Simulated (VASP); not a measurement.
# Be24H in VASP: a series of runs

Runs on Be24H. Level: PBE. Tasks: single point.

Everything below comes from runs of VASP 6.6.1. Logs are shortened: lines on timing, memory, paths and dates and some standing lists are left out, and cuts for length are marked.

## Step 1: The cell of the first run

The cell holds a slab with vacuum, 25 atoms: a = 4.525 Å, b = 7.134 Å, c = 19.869 Å, α = 90.00°, β = 90.00°, γ = 90.00°.

## Step 2: Single point, PBE

The input, INCAR:

```
SYSTEM = Be24H
PREC = Accurate
ENCUT = 520
EDIFF = 1E-7
ISMEAR = 0
SIGMA = 0.1
LREAL = Auto
LASPH = .True.
NELM = 100
ALGO = Normal
ISIF = 2
LWAVE = .False.
LCHARG = .True.
LDIPOL = .True.
IDIPOL = 3
DIPOL = 0.5 0.5 0.320
GGA = PE
LELF = .True.
LVHAR = .True.
LVACPOTAV = .True.
NBANDS = 42
```

The input, KPOINTS:

```
regular mesh
0
Gamma
  6 4 1
  0 0 0
```

The input, POSCAR:

```
Be24H
1.0
    4.5254381414      0.0000000000      0.0000000000
    0.0000000000      7.1336190818      0.0000000000
    0.0000000000      0.0000000000     19.8685529777
Be H
24 1
Direct
    0.0000000000      0.3750000000      0.2013231665
    0.0000000000      0.8750000000      0.2013231665
    0.5000000000      0.3750000000      0.2013231665
    0.5000000000      0.8750000000      0.2013231665
    0.2500000000      0.1250000000      0.2341987732
    0.2500000000      0.6250000000      0.2341987732
    0.7500000000      0.1250000000      0.2341987732
    0.7500000000      0.6250000000      0.2341987732
    0.2500000000      0.3750000000      0.2999499865
    0.2500000000      0.8750000000      0.2999499865
    0.7500000000      0.3750000000      0.2999499865
    0.7500000000      0.8750000000      0.2999499865
    0.0000000000      0.1250000000      0.3268353583
    0.0000000000      0.6250000000      0.3268353583
    0.5000000000      0.1250000000      0.3268353583
    0.5000000000      0.6250000000      0.3268353583
    0.0000000000      0.3750000000      0.3993099146
    0.0000000000      0.8750000000      0.3993099146
    0.5000000000      0.3750000000      0.3993099146
    0.5000000000      0.8750000000      0.3993099146
    0.2500000000      0.1250000000      0.4211958962
    0.2500000000      0.6250000000      0.4211958962
    0.7500000000      0.1250000000      0.4211958962
    0.7500000000      0.6250000000      0.4211958962
    0.4166666667      0.2500000000      0.4631478248
```

Potentials or basis: VASP PAW PBE potentials, release 64 (Be, H).

Launch:

```
$ cat potpaw_PBE.64/Be/POTCAR potpaw_PBE.64/H/POTCAR > POTCAR
$ mpirun -np 1 vasp_std > vasp.out
```

OUTCAR:

```text
SYSTEM = Be24H
   PREC = Accurate
   ENCUT = 520
   EDIFF = 1E-7
   ISMEAR = 0
   LREAL = Auto
   LASPH = .True.
   NELM = 100
   ISIF = 2
   GGA = PE

 ion  position               nearest neighbor table
   1  0.000  0.375  0.201-   5 2.21   6 2.21   7 2.21   8 2.21   3 2.26   3 2.26  11 2.26   9 2.26

   2  0.000  0.875  0.201-   5 2.21   6 2.21   7 2.21   8 2.21   4 2.26   4 2.26  12 2.26  10 2.26

   3  0.500  0.375  0.201-   5 2.21   6 2.21   7 2.21   8 2.21   1 2.26   1 2.26  11 2.26   9 2.26

   4  0.500  0.875  0.201-   5 2.21   6 2.21   7 2.21   8 2.21   2 2.26   2 2.26  12 2.26  10 2.26

   5  0.250  0.125  0.234-  13 2.16  15 2.16   9 2.21  10 2.21   1 2.21   2 2.21   3 2.21   4 2.21
                             7 2.26   7 2.26
   6  0.250  0.625  0.234-  14 2.16  16 2.16   9 2.21  10 2.21   1 2.21   2 2.21   3 2.21   4 2.21
                             8 2.26   8 2.26
   7  0.750  0.125  0.234-  13 2.16  15 2.16  11 2.21  12 2.21   1 2.21   2 2.21   3 2.21   4 2.21
                             5 2.26   5 2.26
   8  0.750  0.625  0.234-  14 2.16  16 2.16  11 2.21  12 2.21   1 2.21   2 2.21   3 2.21   4 2.21
                             6 2.26   6 2.26
   9  0.250  0.375  0.300-  13 2.18  14 2.18  15 2.18  16 2.18   5 2.21   6 2.21  11 2.26  11 2.26
                             1 2.26   3 2.26  19 2.28  17 2.28
  10  0.250  0.875  0.300-  13 2.18  14 2.18  15 2.18  16 2.18   5 2.21   6 2.21  12 2.26  12 2.26
                             2 2.26   4 2.26  20 2.28  18 2.28
  11  0.750  0.375  0.300-  13 2.18  14 2.18  15 2.18  16 2.18   7 2.21   8 2.21   9 2.26   9 2.26
                             1 2.26   3 2.26  19 2.28  17 2.28
[... 8 lines left out ...]
  16  0.500  0.625  0.327-   6 2.16   8 2.16   9 2.18  10 2.18  11 2.18  12 2.18  22 2.19  24 2.19
                            14 2.26  14 2.26  20 2.29  19 2.29
  17  0.000  0.375  0.399-  21 2.16  22 2.16  23 2.16  24 2.16  19 2.26  19 2.26   9 2.28  11 2.28
                            13 2.29  14 2.29
  18  0.000  0.875  0.399-  21 2.16  22 2.16  23 2.16  24 2.16  20 2.26  20 2.26  10 2.28  12 2.28
                            13 2.29  14 2.29
  19  0.500  0.375  0.399-  25 1.60  22 2.16  23 2.16  24 2.16  21 2.16  17 2.26  17 2.26  11 2.28
                             9 2.28  16 2.29  15 2.29
  20  0.500  0.875  0.399-  21 2.16  22 2.16  23 2.16  24 2.16  18 2.26  18 2.26  10 2.28  12 2.28
                            15 2.29  16 2.29
  21  0.250  0.125  0.421-  25 1.43  18 2.16  19 2.16  20 2.16  17 2.16  15 2.19  13 2.19  23 2.26
                            23 2.26
  22  0.250  0.625  0.421-  17 2.16  18 2.16  19 2.16  20 2.16  14 2.19  16 2.19  24 2.26  24 2.26

  23  0.750  0.125  0.421-  17 2.16  18 2.16  19 2.16  20 2.16  13 2.19  15 2.19  21 2.26  21 2.26

  24  0.750  0.625  0.421-  17 2.16  18 2.16  19 2.16  20 2.16  14 2.19  16 2.19  22 2.26  22 2.26

  25  0.417  0.250  0.463-  21 1.43  19 1.60

  LATTYP: Found a simple orthorhombic cell.
 ALAT       =     4.5254381414
 B/A-ratio  =     1.5763377730
 C/A-ratio  =     4.3904153271

  Lattice vectors:

 A1 = (   4.5254381414,   0.0000000000,   0.0000000000)
 A2 = (   0.0000000000,   7.1336190818,   0.0000000000)
 A3 = (   0.0000000000,   0.0000000000,  19.8685529777)

Analysis of symmetry for initial positions (statically):
=====================================================================
 Subroutine PRICEL returns:
 Original cell was already a primitive cell.

 Routine SETGRP: Setting up the symmetry group for a
 simple orthorhombic supercell.

 Subroutine GETGRP returns: Found  1 space group operations
 (whereof  1 operations were pure point group operations)
 out of a pool of  8 trial point group operations.

The static configuration has the point symmetry C_1 .

Analysis of symmetry for dynamics (positions and initial velocities):
=====================================================================
 Subroutine PRICEL returns:
 Original cell was already a primitive cell.

 Routine SETGRP: Setting up the symmetry group for a
 simple orthorhombic supercell.

 Subroutine GETGRP returns: Found  1 space group operations
 (whereof  1 operations were pure point group operations)
 out of a pool of  8 trial point group operations.

The dynamic configuration has the point symmetry C_1 .

 Subroutine INISYM returns: Found  1 space group operations
 (whereof  1 operations are pure point group operations),
 and found     1 'primitive' translations

----------------------------------------------------------------------------------------

                                     Primitive cell

  volume of cell :     641.4116

  direct lattice vectors                    reciprocal lattice vectors
     4.525438141  0.000000000  0.000000000     0.220973079  0.000000000  0.000000000
     0.000000000  7.133619082  0.000000000     0.000000000  0.140181300  0.000000000
     0.000000000  0.000000000 19.868552978     0.000000000  0.000000000  0.050330792

[... 80 lines left out ...]
   ISPIN  =      1    spin polarized calculation?
   LNONCOLLINEAR =      F non collinear calculations
   LSORBIT =      F    spin-orbit coupling
   LASPH  =      T    aspherical Exc in radial PAW
   ENCUT  =  520.0 eV  38.22 Ry    6.18 a.u.   8.41 13.26 36.94*2*pi/ulx,y,z
   NELM   =    100;   NELMIN=  2; NELMDL= -5     # of ELM steps
   EDIFF  = 0.1E-06   stopping-criterion for ELM
   LREAL  =      T    real-space projection
   EDIFFG = 0.1E-05   stopping-criterion for IOM
   NSW    =      0    number of steps for IOM
   IBRION =     -1    ionic relax: 0-MD 1-quasi-New 2-CG
   NFREE  =      0    steps in history (QN), initial steepest desc. (CG)
   ISIF   =      2    stress and relaxation
   ISYM   =      2    0-nonsym 1-usesym 2-fastsym
   POTIM  = 0.5000    time-step for ionic-motion
   TEBEG  =    0.0;   TEEND  =   0.0 temperature during run
   PSTRESS=    0.0 pullay stress
   NELECT =      49.0000    total number of electrons
   NUPDOWN=      -1.0000    fix difference up-down
   EMIN   =  10.00;   EMAX   =-10.00  energy-range for DOS
   EFERMI =   0.00;   METHOD = LEGACY
   ISMEAR =     0;   SIGMA  =   0.10  broadening in eV -4-tet -1-fermi 0-gaus
   EFERMI_NEDOS =   21; number of points for ismear=-14 and -15
   IALGO  =     38    algorithm
   IMIX   =      4    mixing-type and parameters
     AMIX     =   0.40;   BMIX     =  1.00
     AMIX_MAG =   1.60;   BMIX_MAG =  1.00
  volume/ion in A,a.u.               =      25.66       173.14
  Fermi-wavevector in a.u.,A,eV,Ry     =   0.694642  1.312684  6.565192  0.482528
  Thomas-Fermi vector in A             =   1.777193
   LORBIT       =      0    0 simple, 1 ext, 2 COOP (PROOUT), +10 PAW based schemes
   GGA     = PE    functional components
   LHFCALC =     F    Hartree Fock is set to
   AEXX    =    0.0000 exact exchange contribution
   IVDW    =     0    specifies the selected vdW correction
   LEPSILON=     F    determine dielectric tensor
   LRPA    =     F    only Hartree local field effects (RPA)
 non-spin polarized calculation
 Gauss-broadening in eV      SIGMA  =   0.10
  energy-cutoff  :      520.00
  volume of cell :      641.41
 maximum number of plane-waves:     17327
 NGX is ok and might be reduce to    36
   NGX = 17   NGY = 27   NGZ = 73

 dipolmoment           0.000000      0.000000     -0.111325 electrons x Angstroem

 number of electron      49.0000000 magnetization

 dipolmoment           0.000000      0.000000      0.040744 electrons x Angstroem

 Free energy of the ion-electron system (eV)
  ---------------------------------------------------
  ext. energy  EPLUGINS =         0.00000000
  ---------------------------------------------------
  free energy    TOTEN  =       -86.38519613 eV

  energy without entropy =      -86.35679865  energy(sigma->0) =      -86.37099739

 E-fermi :  -1.1503     XC(G=0):  -4.1315

 val. band max:       -1.1747526464   @ k =   0.3333   0.5000   0.0000
 cond. band min:      -1.1471403301   @ k =   0.3333   0.2500   0.0000
 fundamental gap:      0.0276123164
 Fermi energy:        -1.1502652445

 k-point     1 :       0.0000    0.0000    0.0000
  band No.  band energies     occupation
      1     -11.4928      2.00000
      2      -9.7115      2.00000
      3      -9.3225      2.00000
      4      -9.2816      2.00000
      5      -7.9027      2.00000
      6      -7.2301      2.00000
[... 535 lines left out ...]
     35       3.2556      0.00000
     36       3.2981      0.00000
 [bands above 36 left out]

------------------------ aborting loop because EDIFF is reached ----------------------------------------

  FORCE on cell =-STRESS in cart. coord.  units (eV):
  Direction    XX          YY          ZZ          XY          YZ          ZX
  --------------------------------------------------------------------------------------
  -------------------------------------------------------------------------------------
  Total       -1.1816355     -3.3617786     -0.6697641      0.0070570     -0.1463958      0.2608288
  in kB       -2.9515989     -8.3973624     -1.6729990      0.0176277     -0.3656810      0.6515223
  external PRESSURE =      -4.3406534 kB  Pullay stress =       0.0000000 kB

 VOLUME and BASIS-vectors are now :
 -----------------------------------------------------------------------------
  energy-cutoff  :      520.00
  volume of cell :      641.41
      direct lattice vectors                 reciprocal lattice vectors
     4.525438141  0.000000000  0.000000000     0.220973079  0.000000000  0.000000000
     0.000000000  7.133619082  0.000000000     0.000000000  0.140181300  0.000000000
     0.000000000  0.000000000 19.868552978     0.000000000  0.000000000  0.050330792

 POSITION                                       TOTAL-FORCE (eV/Angst)
 -----------------------------------------------------------------------------------
      0.00000      2.67511      4.00000         0.026190     -0.037327      0.527901
      0.00000      6.24192      4.00000        -0.026332      0.034245      0.518170
      2.26272      2.67511      4.00000        -0.015805      0.028290      0.584244
      2.26272      6.24192      4.00000         0.026604     -0.138116      0.525701
      1.13136      0.89170      4.65319        -0.023289      0.062588     -0.722729
      1.13136      4.45851      4.65319        -0.020583     -0.045273     -0.677507
[... 17 lines left out ...]
      3.39408      4.45851      8.36855         0.150413     -0.063758      0.001632
      1.88560      1.78340      9.20208         0.431947     -0.027326      0.006143
 -----------------------------------------------------------------------------------
    total drift:                                0.000063     -0.000049      0.001886

  FREE ENERGIE OF THE ION-ELECTRON SYSTEM (eV)
  ---------------------------------------------------
  free  energy   TOTEN  =       -86.3851961287 eV

  energy  without entropy=      -86.3567986511  energy(sigma->0) =      -86.37099739

 vacuum level on the upper side and lower side of the slab         3.442         3.214
```

It took 17 min on 1 thread of Intel Xeon Platinum 8259CL at 2.50GHz (Skylake/Cascade Lake), shared host; peak memory 0.71 GiB.

Results:

* Free energy: -86.3852 eV
* Largest force: 0.761 eV/Å
* Band gap on the k mesh: zero (an odd number of electrons rules out a gap without spin polarisation)

Forces on the atoms (eV/Å):
```
Be   0.026 -0.037  0.528
Be  -0.026  0.034  0.518
Be  -0.016  0.028  0.584
Be   0.027 -0.138  0.526
Be  -0.023  0.063 -0.723
Be  -0.021 -0.045 -0.678
Be   0.021  0.083 -0.660
Be   0.012  0.042 -0.760
Be  -0.081 -0.048  0.359
Be  -0.053 -0.079  0.085
Be   0.052 -0.003  0.203
Be   0.077 -0.007  0.150
Be   0.108  0.076  0.095
Be  -0.043  0.040 -0.054
Be   0.019 -0.092 -0.135
Be   0.033  0.180 -0.065
Be  -0.242  0.344 -0.157
Be  -0.063 -0.077  0.066
Be   0.015 -0.096  0.435
Be   0.025 -0.089 -0.139
Be   0.006 -0.307 -0.200
Be  -0.115  0.207 -0.083
Be  -0.320  0.013  0.097
Be   0.150 -0.064  0.002
H    0.432 -0.027  0.006
```

## Step 3: Single point, PBE

The input, INCAR:

```
ALGO     = Normal         # electronic algorithm
DIPOL    = 0.5 0.5 0.320
EDIFF    = 1E-6           # SCF threshold, eV
ENCUT    = 520            # plane-wave cutoff, eV
GGA      = PE             # functional
IDIPOL   = 3            
ISIF     = 2              # what is computed and relaxed
ISMEAR   = 0              # smearing method
LASPH    = T              # aspherical terms in the spheres
LCHARG   = F              # write CHGCAR
LDIPOL   = T            
LREAL    = Auto         
LWAVE    = F              # write WAVECAR
NBANDS   = 42             # bands
NELM     = 100            # most SCF steps
PREC     = Accurate       # precision mode
SIGMA    = 0.1            # smearing width, eV
```

The input, KPOINTS:

```
k-points
0
Gamma
  6 4 1
```

Edit POSCAR of step 2 so:

```diff
@@ -32,2 +32,2 @@
     0.7500000000      0.6250000000      0.4211958962
-    0.4166666667      0.2500000000      0.4631478248
+    0.3333333333      0.2500000000      0.4698563178
```

Potentials or basis: VASP PAW PBE potentials, release 64 (Be, H).

Launch:

```
$ cat potpaw_PBE.64/Be/POTCAR potpaw_PBE.64/H/POTCAR > POTCAR
$ mpirun -np 1 vasp_std > vasp.out
```

Wall time 16 min (1 thread of Intel Xeon Platinum 8259CL at 2.50GHz (Skylake/Cascade Lake), shared host); peak memory 0.7 GiB.

The run converged. Its results:

```
Free energy            : -86.2077 eV
Largest force          : 0.872 eV/Å
Band gap on the k mesh : zero (an odd number of electrons rules out a gap without spin polarisation)
```

Forces on the atoms (eV/Å):
```
Be   0.027 -0.032  0.554
Be  -0.052  0.000  0.532
Be  -0.018  0.018  0.583
Be   0.048 -0.112  0.537
Be  -0.026  0.060 -0.726
Be  -0.017 -0.082 -0.663
Be   0.018  0.102 -0.628
Be   0.004  0.074 -0.805
Be  -0.058 -0.046  0.355
Be  -0.030 -0.116  0.054
Be   0.042  0.045  0.073
Be   0.055  0.006  0.155
Be   0.130  0.054  0.166
Be  -0.080  0.049 -0.029
Be  -0.021 -0.022  0.090
Be   0.067  0.135 -0.039
Be  -0.300  0.216  0.034
Be  -0.099 -0.058 -0.015
Be   0.035 -0.128  0.557
Be   0.063 -0.070 -0.121
Be  -0.100 -0.695 -0.517
Be  -0.062  0.319 -0.106
Be  -0.123 -0.154 -0.080
Be   0.095 -0.116  0.034
H    0.399  0.553  0.007
```

Levels at points of the mesh, in eV from the Fermi level:
```tsv
k point	band 22	band 23	band 24	band 25	band 26	band 27
(0.00, 0.00, 0.00)	-1.27	-0.77	-0.16	-0.14	0.24	0.81
(0.50, 0.00, 0.00)	-1.13	0.20	0.76	0.89	1.35	1.36
(0.00, 0.50, 0.00)	-1.08	-0.94	-0.89	-0.42	0.06	0.77
(0.50, 0.50, 0.00)	-0.58	-0.50	-0.47	0.27	0.44	0.47
```

## Step 4: Single point, PBE

The input, INCAR:

```
PREC     = Accurate       # precision mode
ENCUT    = 520            # plane-wave cutoff, eV
EDIFF    = 1E-7           # SCF threshold, eV
ISMEAR   = 0              # smearing method
SIGMA    = 0.1            # smearing width, eV
LREAL    = Auto         
LASPH    = True           # aspherical terms in the spheres
NELM     = 80             # most SCF steps
ALGO     = Normal         # electronic algorithm
ISIF     = 2              # what is computed and relaxed
LWAVE    = False          # write WAVECAR
LCHARG   = False          # write CHGCAR
LDIPOL   = True         
IDIPOL   = 3            
DIPOL    = 0.5 0.5 0.320
GGA      = PE             # functional
NBANDS   = 42             # bands
```

The input, KPOINTS:

```
regular mesh
0
Gamma
  6 4 1
```

Edit POSCAR of step 3 so:

```diff
@@ -32,2 +32,2 @@
     0.7500000000      0.6250000000      0.4211958962
-    0.3333333333      0.2500000000      0.4698563178
+    0.4166666667      0.1875000000      0.4757926761
```

Launch:

```
$ cat potpaw_PBE.64/Be/POTCAR potpaw_PBE.64/H/POTCAR > POTCAR
$ mpirun -np 1 vasp_std > vasp.out
```

It took 20 min on 1 thread of Intel Xeon Platinum 8259CL at 2.50GHz (Skylake/Cascade Lake), shared host; peak memory 0.71 GiB.

The run converged. Its results:

| Property | Result |
| --- | --- |
| Free energy | -86.3141 eV |
| Largest force | 0.798 eV/Å |
| Band gap on the k mesh | zero (an odd number of electrons rules out a gap without spin polarisation) |

Forces on the atoms (eV/Å):
```
Be   0.011 -0.055  0.554
Be  -0.010  0.037  0.524
Be  -0.008  0.073  0.605
Be   0.008 -0.144  0.559
Be  -0.052  0.031 -0.657
Be  -0.006 -0.007 -0.767
Be   0.040  0.044 -0.613
Be  -0.008  0.040 -0.797
Be  -0.069  0.036  0.249
Be  -0.053 -0.094  0.071
Be   0.069  0.067  0.124
Be   0.073 -0.052  0.083
Be   0.100  0.043  0.164
Be  -0.040  0.016  0.011
Be   0.002 -0.026  0.054
Be   0.018  0.116 -0.121
Be  -0.181  0.321 -0.183
Be  -0.079 -0.150 -0.050
Be  -0.009  0.144  0.222
Be   0.027 -0.307 -0.224
Be  -0.043 -0.252 -0.227
Be  -0.025  0.051 -0.034
Be  -0.596  0.017  0.388
Be   0.048 -0.062  0.059
H    0.783  0.110  0.006
```

Levels at points of the mesh, in eV from the Fermi level:
```csv
k point,band 22,band 23,band 24,band 25,band 26,band 27,band 28,band 29
"(0.00, 0.00, 0.00)",-1.22,-0.87,-0.14,-0.08,0.30,0.88,1.75,2.11
"(0.50, 0.00, 0.00)",-1.07,0.17,0.81,0.85,1.38,1.41,1.48,1.49
"(0.00, 0.50, 0.00)",-1.04,-0.98,-0.84,-0.44,0.09,0.69,1.42,2.94
"(0.50, 0.50, 0.00)",-0.51,-0.47,-0.43,0.25,0.50,0.52,0.53,1.77
```

## Step 5: The runs side by side

| cell | gap on the mesh (eV) | largest force (eV/Å) |
| --- | --- | --- |
| as given, atomic positions A | none | 0.76 |
| as given, atomic positions B | none | 0.87 |
| as given, atomic positions C | none | 0.80 |

Alike in all rows: task single point; level PBE; potentials or basis VASP PAW PBE potentials, release 64 (Be, H); no spin polarisation; k mesh 6 × 4 × 1; cutoff (eV) 520; smearing gaussian 0.1 eV.

Total energies depend on the potentials used, so only differences within one code and one set of settings carry meaning.

The gap in the log of VASP goes by the Fermi energy; the results here count the filled bands.